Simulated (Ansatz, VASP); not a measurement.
**Two plane-wave programs on C**

File INCAR:

```
SYSTEM = C
PREC     = Accurate       ! precision mode
ENCUT    = 520            ! plane-wave cutoff, eV
EDIFF    = 1E-6           ! SCF threshold, eV
ISMEAR   = 0              ! smearing method
SIGMA    = 0.15           ! smearing width, eV
LREAL    = .FALSE.        ! projectors in reciprocal space
LASPH    = .TRUE.         ! aspherical terms in the spheres
NELM     = 80             ! most SCF steps
ALGO     = Normal         ! electronic algorithm
ISIF     = 2              ! what is computed and relaxed
LWAVE    = .FALSE.        ! write WAVECAR
LCHARG   = .FALSE.        ! write CHGCAR
GGA      = PE             ! functional
NBANDS   = 16             ! bands
```

Contents of KPOINTS:

```
Automatic mesh
0
G
  18 18 6
  0 0 0
```

File POSCAR:

```
C
1.0
    1.2332770792     -2.1360444277      0.0000000000
    1.2332770792      2.1360444277      0.0000000000
    0.0000000000      0.0000000000      8.7070252276
C
4
Direct
    0.1632936808      0.8367063192      0.7012644676
    0.5033719135      0.4966280865      0.2987351070
    0.8367063192      0.1632936808      0.2987355324
    0.4966280865      0.5033719135      0.7012648930
```

Input for Ansatz:

```yaml
crystal:
  lattice:
    - [1.2332770792, -2.1360444277, 0.0]
    - [1.2332770792, 2.1360444277, 0.0]
    - [0.0, 0.0, 8.7070252276]
  atoms:
    - { symbol: C, position: [0.1632936808, 0.8367063192, 0.7012644676] }
    - { symbol: C, position: [0.5033719135, 0.4966280865, 0.298735107] }
    - { symbol: C, position: [0.8367063192, 0.1632936808, 0.2987355324] }
    - { symbol: C, position: [0.4966280865, 0.5033719135, 0.701264893] }
basis:
  ecutwfc: 520.0
kpoints:
  mp_grid: { grid: [18, 18, 6] }
hamiltonian:
  xc: pbe
  pseudopotentials: { kind: paw, azcp: { folder: soft_1 } }
scf:
  occupations: { method: gaussian, width: 0.15 }
output:
  forces: true
  stress: true
  eigenvalues: true
```

Change from the starting cell: mode 1 frozen in at -0.342 Å and mode 6 at -0.427 Å (largest displacements).

Alike in both runs: task single point; functional PBE; k mesh 18 × 18 × 6; occupations gaussian, width 0.15 eV; no spin polarisation.

|  | VASP | Ansatz |
| --- | --- | --- |
| version | VASP 6.6.1 | Ansatz 0.2.0 |
| potentials or method | VASP PAW PBE potentials, release 64 (C), cutoff 520 eV | scalar-relativistic, plane waves, PAW |
| valence electrons in the cell | 16 | 16 |

|  | VASP | Ansatz | Ansatz less VASP |
| --- | --- | --- | --- |
| gap on the k mesh at the Fermi level (eV) | 0.01 | 0.01 | 0.000 |
| least direct gap on the mesh (eV) | 0.01 | 0.01 | 0.000 |
| pressure (GPa) | 0.5 | 0.2 | -0.34 |
| traceless stress, the component that is largest in VASP (GPa) | 0.17 | 0.58 | +0.413 |
| rms of the force components (eV/Å) | 0.020 | 0.020 | 0.0000 |

Atom by atom the forces differ by 0.000 eV/Å (rms over components).
